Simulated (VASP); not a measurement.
# Ru (P6_3/mmc) in VASP: notebook

The runs below take Ru through relaxation of cell and atoms, with PBE.

Program: VASP 6.6.1. These are calculated values, not measurements. Logs are shortened: lines on timing, memory, paths and dates and some standing lists are left out, and cuts for length are marked.

## 1. The cell of the first run

It takes space group P6_3/mmc (No. 194, hexagonal). The conventional cell has a = 2.746 Å, b = 2.746 Å, c = 4.337 Å, α = 90.00°, β = 90.00°, γ = 120.00°. Ru (site symmetry -6m2) has 12 Ru at 2.69 to 2.75 Å within 3.5 Å.

## 2. Relaxation of cell and atoms, PBE, target pressure -3 GPa, at which the enthalpy is minimised

Contents of INCAR:

```
SYSTEM = Ru
ALGO = Fast ; EDIFF = 1E-6
EDIFFG = -0.008 ; ENCUT = 600
GGA = PE ; IBRION = 2
ISIF = 3 ; ISMEAR = 0
LASPH = .True. ; LCHARG = .False.
LREAL = .False. ; LWAVE = .False.
NELM = 100 ; NSW = 70
PREC = Accurate ; PSTRESS = -30.0
SIGMA = 0.1
```

Contents of KPOINTS:

```
k-points
0
Gamma
  18 18 10
  0 0 0
```

Contents of POSCAR:

```
Ru
1.0
    2.7457298235      0.0000000000      0.0000000000
   -1.3728649117      2.3778717791      0.0000000000
    0.0000000000      0.0000000000      4.3374212421
Ru
2
Direct
    0.3333333333      0.6666666667      0.2500000000
    0.6666666667      0.3333333333      0.7500000000
```

Potentials or basis: VASP PAW PBE potentials, release 64 (Ru_pv).

Launch:

```console
$ cat potpaw_PBE.64/Ru_pv/POTCAR > POTCAR
$ mpirun -np 1 vasp_std > vasp.out
```

OUTCAR:

```text
SYSTEM = Ru
   EDIFF = 1E-6
   EDIFFG = -0.008
   ENCUT = 600
   GGA = PE
   IBRION = 2
   ISIF = 3
   ISMEAR = 0
   LASPH = .True.
   LREAL = .False.
   NELM = 100
   NSW = 70
   PREC = Accurate
   PSTRESS = -30.0

 ion  position               nearest neighbor table
   1  0.333  0.667  0.250-   2 2.69   2 2.69   2 2.69   2 2.69   2 2.69   2 2.69
   2  0.667  0.333  0.750-   1 2.69   1 2.69   1 2.69   1 2.69   1 2.69   1 2.69

  LATTYP: Found a hexagonal cell.
 ALAT       =     2.7457298235
 C/A-ratio  =     1.5796970281

  Lattice vectors:

 A1 = (   2.7457298235,   0.0000000000,   0.0000000000)
 A2 = (  -1.3728649117,   2.3778717791,   0.0000000000)
 A3 = (   0.0000000000,   0.0000000000,   4.3374212421)

Analysis of symmetry for initial positions (statically):
=====================================================================
 Subroutine PRICEL returns:
 Original cell was already a primitive cell.

 Routine SETGRP: Setting up the symmetry group for a
 hexagonal supercell.

 Subroutine GETGRP returns: Found 24 space group operations
 (whereof 12 operations were pure point group operations)
 out of a pool of 24 trial point group operations.

The static configuration has the point symmetry D_3d.
 The point group associated with its full space group is D_6h.

Analysis of symmetry for dynamics (positions and initial velocities):
=====================================================================
 Subroutine PRICEL returns:
 Original cell was already a primitive cell.

 Routine SETGRP: Setting up the symmetry group for a
 hexagonal supercell.

 Subroutine GETGRP returns: Found 24 space group operations
 (whereof 12 operations were pure point group operations)
 out of a pool of 24 trial point group operations.

The dynamic configuration has the point symmetry D_3d.
 The point group associated with its full space group is D_6h.

 Subroutine INISYM returns: Found 24 space group operations
 (whereof 12 operations are pure point group operations),
 and found     1 'primitive' translations

----------------------------------------------------------------------------------------

                                     Primitive cell

  volume of cell :      28.3190

  direct lattice vectors                    reciprocal lattice vectors
     2.745729824  0.000000000  0.000000000     0.364201893  0.210272061  0.000000000
[... 89 lines left out ...]
   NSW    =     70    number of steps for IOM
   IBRION =      2    ionic relax: 0-MD 1-quasi-New 2-CG
   NFREE  =      1    steps in history (QN), initial steepest desc. (CG)
   ISIF   =      3    stress and relaxation
   ISYM   =      2    0-nonsym 1-usesym 2-fastsym
   POTIM  = 0.5000    time-step for ionic-motion
   TEBEG  =    0.0;   TEEND  =   0.0 temperature during run
   PSTRESS=  -30.0 pullay stress
   NELECT =      28.0000    total number of electrons
   NUPDOWN=      -1.0000    fix difference up-down
   EMIN   =  10.00;   EMAX   =-10.00  energy-range for DOS
   EFERMI =   0.00;   METHOD = LEGACY
   ISMEAR =     0;   SIGMA  =   0.10  broadening in eV -4-tet -1-fermi 0-gaus
   EFERMI_NEDOS =   21; number of points for ismear=-14 and -15
   IALGO  =     68    algorithm
   IMIX   =      4    mixing-type and parameters
     AMIX     =   0.40;   BMIX     =  1.00
     AMIX_MAG =   1.60;   BMIX_MAG =  1.00
  volume/ion in A,a.u.               =      14.16        95.55
  Fermi-wavevector in a.u.,A,eV,Ry     =   1.630928  3.082008 36.190510  2.659927
  Thomas-Fermi vector in A             =   2.723149
   LORBIT       =      0    0 simple, 1 ext, 2 COOP (PROOUT), +10 PAW based schemes
   GGA     = PE    functional components
   LHFCALC =     F    Hartree Fock is set to
   AEXX    =    0.0000 exact exchange contribution
   IVDW    =     0    specifies the selected vdW correction
   LEPSILON=     F    determine dielectric tensor
   LRPA    =     F    only Hartree local field effects (RPA)
 conjugate gradient relaxation of ions
 non-spin polarized calculation
 RMM-DIIS sequential band-by-band and
 Gauss-broadening in eV      SIGMA  =   0.10
  energy-cutoff  :      600.00
  volume of cell :       28.32
 maximum number of plane-waves:       972
 NGX is ok and might be reduce to    24

--------------------------------------- Ionic step        1  -------------------------------------------

 number of electron      28.0000006 magnetization

 Free energy of the ion-electron system (eV)
  ---------------------------------------------------
  ext. energy  EPLUGINS =         0.00000000
  ---------------------------------------------------
  free energy    TOTEN  =       -18.45138159 eV

  energy without entropy =      -18.44169381  energy(sigma->0) =      -18.44653770

------------------------ aborting loop because EDIFF is reached ----------------------------------------

  FORCE on cell =-STRESS in cart. coord.  units (eV):
  Direction    XX          YY          ZZ          XY          YZ          ZX
  --------------------------------------------------------------------------------------
  -------------------------------------------------------------------------------------
  Total       -1.4557147     -1.4557147     -1.5467939     -0.0000000      0.0000000      0.0000000
  in kB      -82.3586099    -82.3586099    -87.5115127     -0.0000000      0.0000000      0.0000000
  external PRESSURE =     -54.0762442 kB  Pullay stress =     -30.0000000 kB
[... 63 lines left out ...]
--------------------------------------- Ionic step        3  -------------------------------------------

 number of electron      28.0000005 magnetization

 Free energy of the ion-electron system (eV)
  ---------------------------------------------------
  ext. energy  EPLUGINS =         0.00000000
  ---------------------------------------------------
  free energy    TOTEN  =       -18.47016147 eV

  energy without entropy =      -18.46070759  energy(sigma->0) =      -18.46543453

 E-fermi :  12.4083     XC(G=0): -13.9731

 val. band max:       12.4072228526   @ k =   0.4444   0.1111   0.5000
 cond. band min:      12.4209396643   @ k =   0.0000   0.0000   0.2000
 fundamental gap:      0.0137168117
 Fermi energy:        12.4083451654

 k-point     1 :       0.0000    0.0000    0.0000
  band No.  band energies     occupation
      1     -31.1483      2.00000
      2     -30.2841      2.00000
      3     -30.2841      2.00000
      4     -30.1242      2.00000
      5     -30.1242      2.00000
      6     -30.0856      2.00000
[... 481 lines left out ...]
      5     -30.3563      2.00000
      6     -30.2824      2.00000
[... 10 lines left out ...]
     17      16.0383      0.00000
     18      19.6156      0.00000

 [... further k-points ...]
[... 5 lines left out ...]
  --------------------------------------------------------------------------------------
  -------------------------------------------------------------------------------------
  Total       -0.5363631     -0.5363631     -0.5244260     -0.0000000      0.0000000      0.0000000
  in kB      -30.9102398    -30.9102398    -30.2223167     -0.0000000      0.0000000      0.0000000
  external PRESSURE =      -0.6809321 kB  Pullay stress =     -30.0000000 kB
[... 21 lines left out ...]
  energy  without entropy=      -18.4607075936  energy(sigma->0) =      -18.46543453

  enthalpy is  TOTEN    =       -18.9907297914 eV   P V=       -0.5205683217

 reached required accuracy - stopping structural energy minimisation
```

OSZICAR:

```text
N       E                     dE             d eps       ncg     rms          rms(c)
DAV:   1     0.307871739676E+03    0.30787E+03   -0.19549E+04  7992   0.191E+03
DAV:   2    -0.123674180122E+02   -0.32024E+03   -0.31438E+03  8470   0.520E+02
DAV:   3    -0.197571964097E+02   -0.73898E+01   -0.71273E+01  8414   0.829E+01
[... 31 lines left out ...]
RMM:   5    -0.184700750517E+02   -0.18648E-02   -0.60497E-03  7992   0.733E-01    0.419E-02
RMM:   6    -0.184701324300E+02   -0.57378E-04   -0.64774E-04  8199   0.234E-01    0.241E-02
RMM:   7    -0.184701533612E+02   -0.20931E-04   -0.19038E-04  8692   0.118E-01    0.126E-02
RMM:   8    -0.184701568704E+02   -0.35092E-05   -0.44919E-05  8317   0.655E-02    0.150E-02
RMM:   9    -0.184701617794E+02   -0.49090E-05   -0.16639E-05  8337   0.379E-02    0.639E-03
RMM:  10    -0.184701614697E+02    0.30972E-06   -0.37469E-06  5482   0.183E-02
   3 F= -.18990730E+02 E0= -.18986003E+02  d E =-.908864E-02
```

It took 1.7 min on 1 thread of Intel Xeon 6975P-C (Granite Rapids), shared host; peak memory 0.25 GiB.

Results:

| Property | Result |
| --- | --- |
| Free energy | -18.4702 eV |
| Relaxed volume | 13.90 Å³/atom |
| Relaxed cell | a = 2.729 Å, b = 2.729 Å, c = 4.309 Å, α = 90.00°, β = 90.00°, γ = 120.00° |
| Space group after relaxing (to 0.1 Å) | P6_3/mmc (No. 194) |
| Energy change on relaxing (the run minimises the enthalpy) | -9.4 meV/atom |
| Ionic steps | 3 |
| Pressure after relaxing | -3.1 GPa |
| Band gap on the k mesh | zero (bands 14 and 15 overlap by 3.02 eV) |

Step by step:
```tsv
step	energy change (eV)	largest force (eV/Å)	pressure (GPa)	volume (Å³)
1	0.0000	0.0000	-8.41	28.32
2	0.0266	0.0000	14.34	26.41
3	-0.0188	0.0000	-3.07	27.80
```

Final structure:
```xyz
2
Lattice="2.7294 0.0000 0.0000 -1.3647 2.3638 0.0000 0.0000 0.0000 4.3091" Properties=species:S:1:pos:R:3 pbc="T T T"
Ru    0.0000    1.5758    1.0773
Ru    1.3647    0.7879    3.2319
```

Caveat: the cell is relaxed towards a set pressure, so the run minimises the enthalpy, not the energy.

## 3. Relaxation of cell and atoms, PBE

This run uses another cell than the first one, of 13.55 Å³/atom.

Contents of INCAR:

```
SYSTEM = Ru
PREC     = Accurate       ! precision mode
ENCUT    = 600            ! plane-wave cutoff, eV
EDIFF    = 1E-7           ! SCF threshold, eV
ISMEAR   = 0              ! smearing method
SIGMA    = 0.1            ! smearing width, eV
LREAL    = .FALSE.        ! projectors in reciprocal space
LASPH    = .TRUE.         ! aspherical terms in the spheres
NELM     = 60             ! most SCF steps
ALGO     = Fast           ! electronic algorithm
ISIF     = 3              ! what is computed and relaxed
LWAVE    = .FALSE.        ! write WAVECAR
LCHARG   = .FALSE.        ! write CHGCAR
GGA      = PE             ! functional
IBRION   = 2              ! ionic algorithm
NSW      = 100            ! ionic steps
EDIFFG   = -0.005         ! ionic threshold
```

Contents of KPOINTS:

```
Automatic mesh
0
G
  18 18 10
  0 0 0
```

Contents of POSCAR:

```
Ru
1.0
    2.7078263433      0.0000000000      0.0000000000
   -1.3539131716      2.3450464023      0.0000000000
    0.0000000000      0.0000000000      4.2681017800
Ru
2
Direct
    0.3333333300      0.6666666700      0.2500000000
    0.6666666700      0.3333333300      0.7500000000
```

Potentials or basis: VASP PAW PBE potentials, release 64 (Ru_pv).

Launch:

```console
$ cat potpaw_PBE.64/Ru_pv/POTCAR > POTCAR
$ mpirun -np 1 vasp_std > vasp.out
```

Wall time 15 min (1 thread of Intel Xeon 8259CL, shared host); peak memory 0.25 GiB.

The run converged. Its results:

- Free energy: -18.4716 eV
- Relaxed volume: 13.76 Å³/atom
- Relaxed cell: a = 2.719 Å, b = 2.719 Å, c = 4.296 Å, α = 90.00°, β = 90.00°, γ = 120.00°
- Space group after relaxing (to 0.1 Å): P6_3/mmc (No. 194)
- Energy gained by relaxing: 3.3 meV/atom
- Ionic steps: 8
- Pressure after relaxing: 0.0 GPa
- Band gap on the k mesh: zero (bands 14 and 15 overlap by 3.07 eV)

Step by step:
| step | energy change (eV) | largest force (eV/Å) | pressure (GPa) | volume (Å³) |
| --- | --- | --- | --- | --- |
| 1 | 0.0000 | 0.0000 | 4.97 | 27.10 |
| 2 | 0.0465 | 0.0000 | -12.68 | 28.79 |
| 3 | -0.0065 | 0.0000 | 0.12 | 27.53 |
| 4 | -0.0065 | 0.0000 | -0.25 | 27.54 |
| 5 | -0.0064 | 0.0000 | 0.56 | 27.47 |
| 6 | -0.0065 | 0.0000 | 0.06 | 27.51 |
| 7 | -0.0065 | 0.0000 | -0.02 | 27.52 |
| 8 | -0.0065 | 0.0000 | 0.03 | 27.52 |

Final structure:
```
Ru
1.0
     2.71947    0.00000    0.00000
    -1.35973    2.35513    0.00000
     0.00000    0.00000    4.29620
Ru
2
Direct
  0.33333 0.66667 0.25000
  0.66667 0.33333 0.75000
```

Levels at points of the mesh, in eV from the Fermi level:
| k point | band 12 | band 13 | band 14 | band 15 | band 16 | band 17 |
| --- | --- | --- | --- | --- | --- | --- |
| (0.00, 0.00, 0.00) | -1.87 | -1.87 | -1.37 | -1.37 | 1.17 | 1.17 |
| (0.50, 0.00, 0.00) | -1.77 | -1.48 | 1.39 | 1.80 | 1.89 | 4.00 |
| (0.00, 0.00, 0.50) | -2.70 | -2.65 | -2.65 | 0.54 | 0.54 | 0.54 |
| (0.50, 0.00, 0.50) | -1.03 | 0.45 | 0.45 | 1.64 | 1.64 | 3.35 |

## 4. Relaxation of cell and atoms, PBE

This run uses another cell than the first one: it holds 8 atoms, not 2.

Contents of INCAR:

```
SYSTEM = Ru
  PREC = Accurate
  ENCUT = 600
  EDIFF = 1E-6
  ISMEAR = 0
  SIGMA = 0.1
  LREAL = .FALSE.
  LASPH = .TRUE.
  NELM = 100
  ALGO = Fast
  ISIF = 3
  LWAVE = .FALSE.
  LCHARG = .FALSE.
  GGA = PE
  IBRION = 2
  NSW = 80
  EDIFFG = -0.02
```

Contents of KPOINTS:

```
regular mesh
0
G
  8 6 6
  0 0 0
```

Contents of POSCAR:

```
Ru
1.0
    0.0000000000      0.0000000000     -4.2967707664
    5.4399934798     -0.0000000001      0.0000000000
   -2.7199967399     -4.7111725499      0.0000000000
Ru
8
Direct
    0.7500000000      0.8333333333      0.1666666667
    0.7500000000      0.3333333333      0.1666666667
    0.7500000000      0.8333333333      0.6666666667
    0.7500000000      0.3333333333      0.6666666667
    0.2500000000      0.1666666667      0.3333333333
    0.2500000000      0.6666666667      0.3333333333
    0.2500000000      0.1666666667      0.8333333333
    0.2500000000      0.6666666667      0.8333333333
```

Launch:

```console
$ cat potpaw_PBE.64/Ru_pv/POTCAR > POTCAR
$ mpirun -np 1 vasp_std > vasp.out
```

It took 5.8 min on 1 thread of Intel Xeon 6975P-C (Granite Rapids), shared host; peak memory 0.41 GiB.

The run converged. Its results:

| Property | Result |
| --- | --- |
| Free energy | -73.9332 eV |
| Relaxed volume | 13.76 Å³/atom |
| Relaxed cell | a = 4.296 Å, b = 5.439 Å, c = 5.439 Å, α = 120.00°, β = 90.00°, γ = 90.00° |
| Space group after relaxing (to 0.1 Å) | P6_3/mmc (No. 194) |
| Energy gained by relaxing | 0.0 meV/atom |
| Ionic steps | 3 |
| Pressure after relaxing | 0.0 GPa |
| Band gap on the k mesh | zero (bands 56 and 57 overlap by 1.60 eV) |

Final structure:
```cif
data_structure
_symmetry_space_group_name_H-M 'P 1'
_symmetry_Int_Tables_number 1
_cell_length_a 4.2955
_cell_length_b 5.4388
_cell_length_c 5.4388
_cell_angle_alpha 120.000
_cell_angle_beta 90.000
_cell_angle_gamma 90.000
_cell_volume 110.04
loop_
_atom_site_label
_atom_site_type_symbol
_atom_site_fract_x
_atom_site_fract_y
_atom_site_fract_z
_atom_site_occupancy
Ru1 Ru 0.75000 0.83333 0.16667 1
Ru2 Ru 0.75000 0.33333 0.16667 1
Ru3 Ru 0.75000 0.83333 0.66667 1
Ru4 Ru 0.75000 0.33333 0.66667 1
Ru5 Ru 0.25000 0.16667 0.33333 1
Ru6 Ru 0.25000 0.66667 0.33333 1
Ru7 Ru 0.25000 0.16667 0.83333 1
Ru8 Ru 0.25000 0.66667 0.83333 1
```

Levels at points of the mesh, in eV from the Fermi level:
```tsv
k point	band 52	band 53	band 54	band 55	band 56	band 57	band 58	band 59
(0.00, 0.00, 0.00)	-1.51	-1.40	-1.40	1.13	1.13	1.27	1.35	1.35
(0.50, 0.00, 0.00)	0.41	0.41	0.41	0.41	0.41	0.50	0.50	0.50
(0.00, 0.50, 0.00)	-1.52	-0.89	-0.89	-0.64	-0.64	-0.37	-0.37	0.06
(0.50, 0.50, 0.00)	-1.59	-1.39	-1.39	-1.39	-1.39	0.49	0.49	0.49
```

## 5. Overview

| cell | k mesh | gap on the mesh (eV) | pressure (GPa) | relaxed volume (Å³/atom) |
| --- | --- | --- | --- | --- |
| relaxed to -3 GPa from a = 2.746, b = 2.746, c = 4.337 Å, angles 90.0, 90.0, 120.0°, 2 atoms, atomic positions A | 18 × 18 × 10 | none | -3.1 | - |
| relaxed from a = 2.708, b = 2.708, c = 4.268 Å, angles 90.0, 90.0, 120.0°, 2 atoms, atomic positions A | 18 × 18 × 10 | none | 0.0 | 13.76 |
| relaxed from a = 4.297, b = 5.440, c = 5.440 Å, angles 120.0, 90.0, 90.0°, 8 atoms, atomic positions B | 8 × 6 × 6 | none | 0.0 | 13.76 |

Alike in all rows: task relaxation of cell and atoms; level PBE; potentials or basis VASP PAW PBE potentials, release 64 (Ru_pv); no spin polarisation; cutoff (eV) 600; smearing gaussian 0.1 eV.

Caveats: the cell is relaxed towards a set pressure, so the run minimises the enthalpy, not the energy (at least some runs).

Absolute energies hang on the potentials; compare differences alone.
